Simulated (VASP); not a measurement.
# Hf3N (P6_3/mmc) in VASP: further runs

Runs on Hf3N. Level: PBE. Tasks: single point, relaxation of cell and atoms.

Everything below comes from runs of VASP 6.6.1. Logs are shortened: lines on timing, memory, paths and dates and some standing lists are left out, and cuts for length are marked.

### Step 1. The cell of the first run

The structure is hexagonal, space group P6_3/mmc (No. 194). The conventional cell has a = 5.803 Å, b = 5.803 Å, c = 4.839 Å, α = 90.00°, β = 90.00°, γ = 120.00°. Hf (site symmetry mm2) has 8 Hf at 2.83 to 2.97 Å and 4 N at 2.90 to 2.92 Å within 3.7 Å. N (site symmetry -6m2) has 12 Hf at 2.90 to 2.92 Å within 3.8 Å.

### Step 2. Single point, PBE

INCAR reads:

```
SYSTEM = Hf3N
PREC = Accurate ; ENCUT = 520
EDIFF = 1E-6 ; ISMEAR = 0
SIGMA = 0.1 ; LREAL = .False.
LASPH = .True. ; NELM = 100
ALGO = Normal ; ISIF = 2
LWAVE = .False. ; LCHARG = .False.
GGA = PE ; NBANDS = 45
```

KPOINTS reads:

```
regular mesh
0
Gamma
  3 3 4
  0 0 0
```

POSCAR reads:

```
Hf3N
1.0
    5.8027904253      0.0000000000      0.0000000000
   -2.9013952126      5.0253639211      0.0000000000
    0.0000000000      0.0000000000      4.8392862753
Hf N
6 2
Direct
    0.8292642781      0.6585285561      0.2500000000
    0.1707357219      0.8292642781      0.7500000000
    0.3414714439      0.1707357219      0.2500000000
    0.1707357219      0.3414714439      0.7500000000
    0.8292642781      0.1707357219      0.2500000000
    0.6585285561      0.8292642781      0.7500000000
    0.3333333333      0.6666666667      0.2500000000
    0.6666666667      0.3333333333      0.7500000000
```

Potentials or basis: VASP PAW PBE potentials, release 64 (Hf_pv, N).

The run is started by

```
$ cat potpaw_PBE.64/Hf_pv/POTCAR potpaw_PBE.64/N/POTCAR > POTCAR
$ mpirun -np 1 vasp_std > vasp.out
```

OUTCAR:

```text
SYSTEM = Hf3N
   PREC = Accurate
   ENCUT = 520
   EDIFF = 1E-6
   ISMEAR = 0
   LREAL = .False.
   LASPH = .True.
   NELM = 100
   ISIF = 2
   GGA = PE

 ion  position               nearest neighbor table
   1  0.829  0.659  0.250-   5 2.83   3 2.83   2 2.97   2 2.97   6 2.97   6 2.97   5 2.97   3 2.97

   2  0.171  0.829  0.750-   4 2.83   6 2.83   3 2.97   3 2.97   1 2.97   1 2.97   4 2.97   6 2.97

   3  0.341  0.171  0.250-   1 2.83   5 2.83   2 2.97   2 2.97   4 2.97   4 2.97   1 2.97   5 2.97

   4  0.171  0.341  0.750-   2 2.83   6 2.83   5 2.97   5 2.97   3 2.97   3 2.97   2 2.97   6 2.97

   5  0.829  0.171  0.250-   1 2.83   3 2.83   6 2.97   6 2.97   4 2.97   4 2.97   1 2.97   3 2.97

   6  0.659  0.829  0.750-   4 2.83   2 2.83   5 2.97   5 2.97   1 2.97   1 2.97   4 2.97   2 2.97

   7  0.333  0.667  0.250-
   8  0.667  0.333  0.750-

  LATTYP: Found a hexagonal cell.
 ALAT       =     5.8027904253
 C/A-ratio  =     0.8339584787

  Lattice vectors:

 A1 = (   5.8027904253,   0.0000000000,   0.0000000000)
 A2 = (  -2.9013952126,   5.0253639211,   0.0000000000)
 A3 = (   0.0000000000,   0.0000000000,   4.8392862753)

Analysis of symmetry for initial positions (statically):
=====================================================================
 Subroutine PRICEL returns:
 Original cell was already a primitive cell.

 Routine SETGRP: Setting up the symmetry group for a
 hexagonal supercell.

 Subroutine GETGRP returns: Found 24 space group operations
 (whereof 12 operations were pure point group operations)
 out of a pool of 24 trial point group operations.

The static configuration has the point symmetry D_3d.
 The point group associated with its full space group is D_6h.

Analysis of symmetry for dynamics (positions and initial velocities):
=====================================================================
 Subroutine PRICEL returns:
 Original cell was already a primitive cell.

 Routine SETGRP: Setting up the symmetry group for a
 hexagonal supercell.

 Subroutine GETGRP returns: Found 24 space group operations
 (whereof 12 operations were pure point group operations)
 out of a pool of 24 trial point group operations.

The dynamic configuration has the point symmetry D_3d.
 The point group associated with its full space group is D_6h.

 Subroutine INISYM returns: Found 24 space group operations
 (whereof 12 operations are pure point group operations),
 and found     1 'primitive' translations
[... 95 lines left out ...]
   IBRION =     -1    ionic relax: 0-MD 1-quasi-New 2-CG
   NFREE  =      0    steps in history (QN), initial steepest desc. (CG)
   ISIF   =      2    stress and relaxation
   ISYM   =      2    0-nonsym 1-usesym 2-fastsym
   POTIM  = 0.5000    time-step for ionic-motion
   TEBEG  =    0.0;   TEEND  =   0.0 temperature during run
   PSTRESS=    0.0 pullay stress
   NELECT =      70.0000    total number of electrons
   NUPDOWN=      -1.0000    fix difference up-down
   EMIN   =  10.00;   EMAX   =-10.00  energy-range for DOS
   EFERMI =   0.00;   METHOD = LEGACY
   ISMEAR =     0;   SIGMA  =   0.10  broadening in eV -4-tet -1-fermi 0-gaus
   EFERMI_NEDOS =   21; number of points for ismear=-14 and -15
   IALGO  =     38    algorithm
   IMIX   =      4    mixing-type and parameters
     AMIX     =   0.40;   BMIX     =  1.00
     AMIX_MAG =   1.60;   BMIX_MAG =  1.00
  volume/ion in A,a.u.               =      17.64       119.04
  Fermi-wavevector in a.u.,A,eV,Ry     =   1.295922  2.448938 22.849820  1.679414
  Thomas-Fermi vector in A             =   2.427411
   LORBIT       =      0    0 simple, 1 ext, 2 COOP (PROOUT), +10 PAW based schemes
   GGA     = PE    functional components
   LHFCALC =     F    Hartree Fock is set to
   AEXX    =    0.0000 exact exchange contribution
   IVDW    =     0    specifies the selected vdW correction
   LEPSILON=     F    determine dielectric tensor
   LRPA    =     F    only Hartree local field effects (RPA)
 non-spin polarized calculation
 Gauss-broadening in eV      SIGMA  =   0.10
  energy-cutoff  :      520.00
  volume of cell :      141.12
 maximum number of plane-waves:      3822
 NGX is ok and might be reduce to    48
   NGX = 21   NGY = 21   NGZ = 17

 number of electron      70.0000000 magnetization

 Free energy of the ion-electron system (eV)
  ---------------------------------------------------
  ext. energy  EPLUGINS =         0.00000000
  ---------------------------------------------------
  free energy    TOTEN  =       -69.48910571 eV

  energy without entropy =      -69.44589154  energy(sigma->0) =      -69.46749862

 E-fermi :   5.3442     XC(G=0): -11.5965

 val. band max:        5.2967778774   @ k =   0.3333   0.0000   0.0000
 cond. band min:       5.3623774007   @ k =   0.3333   0.0000   0.5000
 fundamental gap:      0.0655995233
 Fermi energy:         5.3441690778

 k-point     1 :       0.0000    0.0000    0.0000
  band No.  band energies     occupation
      1     -25.8802      2.00000
      2     -25.6693      2.00000
      3     -25.6370      2.00000
      4     -25.5257      2.00000
      5     -25.5257      2.00000
      6     -25.4294      2.00000
[... 421 lines left out ...]
     44       7.2649      0.00000
     45       8.0409      0.00000

------------------------ aborting loop because EDIFF is reached ----------------------------------------

  FORCE on cell =-STRESS in cart. coord.  units (eV):
  Direction    XX          YY          ZZ          XY          YZ          ZX
  --------------------------------------------------------------------------------------
  -------------------------------------------------------------------------------------
  Total       -0.6111876     -0.6111876     -0.5474662     -0.0000000     -0.0000000     -0.0000000
  in kB       -6.9390405     -6.9390405     -6.2155874     -0.0000000     -0.0000000     -0.0000000
  external PRESSURE =      -6.6978894 kB  Pullay stress =       0.0000000 kB

 VOLUME and BASIS-vectors are now :
 -----------------------------------------------------------------------------
  energy-cutoff  :      520.00
  volume of cell :      141.12
      direct lattice vectors                 reciprocal lattice vectors
     5.802790425  0.000000000  0.000000000     0.172330883  0.099495282  0.000000000
    -2.901395213  5.025363921  0.000000000     0.000000000  0.198990564  0.000000000
     0.000000000  0.000000000  4.839286275     0.000000000  0.000000000  0.206642042

 POSITION                                       TOTAL-FORCE (eV/Angst)
 -----------------------------------------------------------------------------------
      2.90140      3.30935      1.20982         0.000000      0.023228      0.000000
     -1.41528      4.16735      3.62946        -0.020116      0.011614     -0.000000
      1.48612      0.85801      1.20982        -0.020116     -0.011614      0.000000
     -0.00000      1.71602      3.62946        -0.000000     -0.023228     -0.000000
      4.31668      0.85801      1.20982         0.020116     -0.011614      0.000000
      1.41528      4.16735      3.62946         0.020116      0.011614     -0.000000
     -0.00000      3.35024      1.20982        -0.000000      0.000000      0.000000
      2.90140      1.67512      3.62946        -0.000000      0.000000      0.000000
 -----------------------------------------------------------------------------------
    total drift:                               -0.000000      0.000000     -0.000000

  FREE ENERGIE OF THE ION-ELECTRON SYSTEM (eV)
  ---------------------------------------------------
  free  energy   TOTEN  =       -69.4891057054 eV

  energy  without entropy=      -69.4458915414  energy(sigma->0) =      -69.46749862
```

stdout:

```text
POSCAR found type information on POSCAR HfN
 POSCAR found :  2 types and       8 ions
 scaLAPACK will be used
 LDA part: xc-table for (Slater+PW92), standard interpolation
 POSCAR, INCAR and KPOINTS ok, starting setup
 FFT: planning ... GRIDC
 FFT: planning ... GRID_SOFT
 FFT: planning ... GRID
 WAVECAR not read
 entering main loop
```

It took 77 s on 1 thread of Intel Xeon Platinum 8259CL at 2.50GHz (Skylake/Cascade Lake), shared host; peak memory 0.28 GiB.

What came out:

```yaml
Free_energy: -69.4891 eV
Pressure: -0.7 GPa
Largest_force: 0.023 eV/Å
Band_gap_on_the_k_mesh: zero (bands 35 and 36 overlap by 1.81 eV)
```

Forces in eV/Å, atoms in the order of the input:
```
Hf   0.000  0.023  0.000
Hf  -0.020  0.012  0.000
Hf  -0.020 -0.012  0.000
Hf   0.000 -0.023  0.000
Hf   0.020 -0.012  0.000
Hf   0.020  0.012  0.000
N    0.000  0.000  0.000
N    0.000  0.000  0.000
```

Caveat: the k points lie up to 0.42 Å⁻¹ apart, too coarse for converged energies and pressures of a metal; spin-orbit coupling is left out, which moves the levels of the heavy elements.

### Step 3. Single point, PBE

This run uses another cell than the first one, of 16.67 Å³/atom.

INCAR reads:

```
SYSTEM = Hf3N
ALGO     = Normal         ! electronic algorithm
EDIFF    = 1E-6           ! SCF threshold, eV
ENCUT    = 520            ! plane-wave cutoff, eV
GGA      = PE             ! functional
ISIF     = 2              ! what is computed and relaxed
ISMEAR   = 0              ! smearing method
LASPH    = .TRUE.         ! aspherical terms in the spheres
LCHARG   = .FALSE.        ! write CHGCAR
LREAL    = .FALSE.        ! projectors in reciprocal space
LWAVE    = .FALSE.        ! write WAVECAR
NBANDS   = 45             ! bands
NELM     = 80             ! most SCF steps
PREC     = Accurate       ! precision mode
SIGMA    = 0.1            ! smearing width, eV
```

KPOINTS reads:

```
k-points
0
G
  6 6 4
  0 0 0
```

POSCAR reads:

```
Hf3N
1.0
    5.7677341097      0.0000000000      0.0000000000
   -2.8838670548      4.9950042612      0.0000000000
    0.0000000000      0.0000000000      4.6294965400
Hf N
6 2
Direct
    0.8330000000      0.6660000000      0.2500000000
    0.1670000000      0.8330000000      0.7500000000
    0.3340000000      0.1670000000      0.2500000000
    0.1670000000      0.3340000000      0.7500000000
    0.8330000000      0.1670000000      0.2500000000
    0.6660000000      0.8330000000      0.7500000000
    0.3333333333      0.6666666667      0.2500000000
    0.6666666667      0.3333333333      0.7500000000
```

Potentials or basis: VASP PAW PBE potentials, release 64 (Hf_pv, N).

The run is started by

```
$ cat potpaw_PBE.64/Hf_pv/POTCAR potpaw_PBE.64/N/POTCAR > POTCAR
$ mpirun -np 1 vasp_std > vasp.out
```

OUTCAR:

```text
SYSTEM = Hf3N
   EDIFF = 1E-6
   ENCUT = 520
   GGA = PE
   ISIF = 2
   ISMEAR = 0
   LASPH = .TRUE.
   LREAL = .FALSE.
   NELM = 80
   PREC = Accurate

 ion  position               nearest neighbor table
   1  0.833  0.666  0.250-   6 2.85   6 2.85   2 2.85   2 2.85   5 2.88   3 2.88   5 2.89   3 2.89

   2  0.167  0.833  0.750-   3 2.85   3 2.85   1 2.85   1 2.85   4 2.88   6 2.88   4 2.89   6 2.89

   3  0.334  0.167  0.250-   2 2.85   2 2.85   4 2.85   4 2.85   1 2.88   5 2.88   1 2.89   5 2.89

   4  0.167  0.334  0.750-   3 2.85   3 2.85   5 2.85   5 2.85   2 2.88   6 2.88   2 2.89   6 2.89

   5  0.833  0.167  0.250-   6 2.85   6 2.85   4 2.85   4 2.85   1 2.88   3 2.88   1 2.89   3 2.89

   6  0.666  0.833  0.750-   5 2.85   5 2.85   1 2.85   1 2.85   4 2.88   2 2.88   4 2.89   2 2.89

   7  0.333  0.667  0.250-
   8  0.667  0.333  0.750-

  LATTYP: Found a hexagonal cell.
 ALAT       =     5.7677341097
 C/A-ratio  =     0.8026542923

  Lattice vectors:

 A1 = (   5.7677341097,   0.0000000000,   0.0000000000)
 A2 = (  -2.8838670548,   4.9950042612,   0.0000000000)
[... 191 lines left out ...]
 fundamental gap:      0.0107782503
 Fermi energy:         5.7769498413

 k-point     1 :       0.0000    0.0000    0.0000
  band No.  band energies     occupation
      1     -25.4319      2.00000
      2     -25.3217      2.00000
      3     -25.0751      2.00000
      4     -25.0042      2.00000
      5     -25.0042      2.00000
      6     -24.8762      2.00000
[... 997 lines left out ...]
     44       7.9111      0.00000
     45       8.6953      0.00000

------------------------ aborting loop because EDIFF is reached ----------------------------------------

  FORCE on cell =-STRESS in cart. coord.  units (eV):
  Direction    XX          YY          ZZ          XY          YZ          ZX
  --------------------------------------------------------------------------------------
  -------------------------------------------------------------------------------------
  Total        2.9161597      2.9161597      8.6427747      0.0000000     -0.0000000      0.0000000
  in kB       35.0305555     35.0305555    103.8218869      0.0000000     -0.0000000      0.0000000
  external PRESSURE =      57.9609993 kB  Pullay stress =       0.0000000 kB

 VOLUME and BASIS-vectors are now :
 -----------------------------------------------------------------------------
  energy-cutoff  :      520.00
  volume of cell :      133.38
      direct lattice vectors                 reciprocal lattice vectors
     5.767734110  0.000000000  0.000000000     0.173378311  0.100100015  0.000000000
    -2.883867055  4.995004261  0.000000000     0.000000000  0.200200029  0.000000000
     0.000000000  0.000000000  4.629496540     0.000000000  0.000000000  0.216006210

 POSITION                                       TOTAL-FORCE (eV/Angst)
 -----------------------------------------------------------------------------------
      2.88387      3.32667      1.15737        -0.000000     -1.240676     -0.000000
     -1.43905      4.16084      3.47212         1.074457     -0.620338      0.000000
      1.44482      0.83417      1.15737         1.074457      0.620338      0.000000
      0.00000      1.66833      3.47212         0.000000      1.240676      0.000000
      4.32292      0.83417      1.15737        -1.074457      0.620338      0.000000
      1.43905      4.16084      3.47212        -1.074457     -0.620338      0.000000
     -0.00000      3.33000      1.15737        -0.000000     -0.000000      0.000000
      2.88387      1.66500      3.47212         0.000000     -0.000000      0.000000
 -----------------------------------------------------------------------------------
    total drift:                               -0.000000      0.000000     -0.000000

  FREE ENERGIE OF THE ION-ELECTRON SYSTEM (eV)
  ---------------------------------------------------
  free  energy   TOTEN  =       -69.3012884675 eV

  energy  without entropy=      -69.2515046418  energy(sigma->0) =      -69.27639655
```

OSZICAR:

```text
N       E                     dE             d eps       ncg     rms          rms(c)
DAV:   1     0.343241397265E+03    0.34324E+03   -0.38980E+04  1898   0.153E+03
DAV:   2    -0.450795063144E+02   -0.38832E+03   -0.37358E+03  2120   0.390E+02
DAV:   3    -0.722053947718E+02   -0.27126E+02   -0.26260E+02  2572   0.649E+01
DAV:   4    -0.729519768557E+02   -0.74658E+00   -0.73532E+00  2364   0.103E+01
DAV:   5    -0.729705563780E+02   -0.18580E-01   -0.18512E-01  2364   0.148E+00    0.870E+01
DAV:   6    -0.706967379290E+02    0.22738E+01   -0.25457E+01  2468   0.157E+01    0.644E+01
DAV:   7    -0.715262692355E+02   -0.82953E+00   -0.27085E+01  2700   0.141E+01    0.138E+01
DAV:   8    -0.692396556572E+02    0.22866E+01   -0.15113E+01  2486   0.100E+01    0.709E+00
DAV:   9    -0.693168641720E+02   -0.77209E-01   -0.10182E+00  2101   0.340E+00    0.503E+00
DAV:  10    -0.693039830878E+02    0.12881E-01   -0.78912E-02  2230   0.888E-01    0.194E+00
DAV:  11    -0.693013801478E+02    0.26029E-02   -0.11335E-02  2303   0.473E-01    0.526E-01
DAV:  12    -0.693013527598E+02    0.27388E-04   -0.33282E-03  2359   0.191E-01    0.274E-01
DAV:  13    -0.693012933425E+02    0.59417E-04   -0.60193E-04  2676   0.791E-02    0.128E-01
DAV:  14    -0.693012875495E+02    0.57930E-05   -0.53425E-05  2453   0.230E-02    0.104E-02
DAV:  15    -0.693012884675E+02   -0.91797E-06   -0.43690E-06  1876   0.860E-03
   1 F= -.69301288E+02 E0= -.69276397E+02  d E =-.497838E-01
```

It took 3 min on 1 thread of Intel Xeon Platinum 8259CL at 2.50GHz (Skylake/Cascade Lake), shared host; peak memory 0.32 GiB.

What came out:

```yaml
Free_energy: -69.3013 eV
Pressure: 5.8 GPa
Largest_force: 1.241 eV/Å
Band_gap_on_the_k_mesh: zero (bands 35 and 36 overlap by 1.77 eV)
```

Forces on the atoms (eV/Å):
```
Hf   0.000 -1.241  0.000
Hf   1.074 -0.620  0.000
Hf   1.074  0.620  0.000
Hf   0.000  1.241  0.000
Hf  -1.074  0.620  0.000
Hf  -1.074 -0.620  0.000
N    0.000  0.000  0.000
N    0.000  0.000  0.000
```

Caveat: the cell stands under pressure; spin-orbit coupling is left out, which moves the levels of the heavy elements; forces of over 1 eV/Å act on the atoms, so gaps and moduli don't describe the material at rest.

### Step 4. Single point, PBE

This run uses another cell than the first one, of 17.60 Å³/atom.

INCAR reads:

```
SYSTEM = Hf3N
PREC     = Accurate       ! precision mode
ENCUT    = 520            ! plane-wave cutoff, eV
EDIFF    = 1E-6           ! SCF threshold, eV
ISMEAR   = 0              ! smearing method
SIGMA    = 0.1            ! smearing width, eV
LREAL    = .False.        ! projectors in reciprocal space
LASPH    = .True.         ! aspherical terms in the spheres
NELM     = 100            ! most SCF steps
ALGO     = Normal         ! electronic algorithm
ISIF     = 2              ! what is computed and relaxed
LWAVE    = .False.        ! write WAVECAR
LCHARG   = .False.        ! write CHGCAR
GGA      = PE             ! functional
NBANDS   = 45             ! bands
```

KPOINTS reads:

```
Automatic mesh
0
Gamma
  6 6 8
  0 0 0
```

POSCAR reads:

```
Hf3N
1.0
    5.7445624423      0.0000000000      0.0000000000
   -2.8722812211      4.9749370087      0.0000000000
    0.0000000000      0.0000000000      4.9272219186
Hf N
6 2
Direct
    0.8314050213      0.6628100425      0.2500000000
    0.1685949787      0.8314050213      0.7500000000
    0.3371899575      0.1685949787      0.2500000000
    0.1685949787      0.3371899575      0.7500000000
    0.8314050213      0.1685949787      0.2500000000
    0.6628100425      0.8314050213      0.7500000000
    0.3333333333      0.6666666667      0.2500000000
    0.6666666667      0.3333333333      0.7500000000
```

The run is started by

```
$ cat potpaw_PBE.64/Hf_pv/POTCAR potpaw_PBE.64/N/POTCAR > POTCAR
$ mpirun -np 1 vasp_std > vasp.out
```

Run time: 5.5 min. Hardware: 1 thread of Intel Xeon Platinum 8259CL at 2.50GHz (Skylake/Cascade Lake), shared host; peak memory 0.37 GiB.

It converged, with:

| Property | Result |
| --- | --- |
| Free energy | -69.6525 eV |
| Pressure | -0.6 GPa |
| Largest force | 0.010 eV/Å |
| Band gap on the k mesh | zero (bands 35 and 36 overlap by 1.72 eV) |

Forces on the atoms (eV/Å):
```
Hf   0.000  0.010  0.000
Hf  -0.009  0.005  0.000
Hf  -0.009 -0.005  0.000
Hf   0.000 -0.010  0.000
Hf   0.009 -0.005  0.000
Hf   0.009  0.005  0.000
N    0.000  0.000  0.000
N    0.000  0.000  0.000
```

Stress tensor (GPa, compression positive):
```
-0.66  0.00  0.00
 0.00 -0.66  0.00
 0.00  0.00 -0.57
```

Levels at points of the mesh, in eV from the Fermi level:
```csv
k point,band 32,band 33,band 34,band 35,band 36,band 37,band 38,band 39
"(0.00, 0.00, 0.00)",-1.63,-1.15,-1.15,-1.11,-1.11,0.42,1.00,1.00
"(0.50, 0.00, 0.00)",-0.86,-0.30,-0.13,0.23,0.29,0.70,1.11,1.18
"(0.00, 0.00, 0.50)",-2.17,-1.22,-1.22,-0.45,-0.45,-0.45,-0.45,-0.07
"(0.50, 0.00, 0.50)",-0.90,-0.37,-0.37,0.48,0.48,0.62,0.62,0.99
```

Caveat: spin-orbit coupling is left out, which moves the levels of the heavy elements.

(Continued in part 2 of 2.)
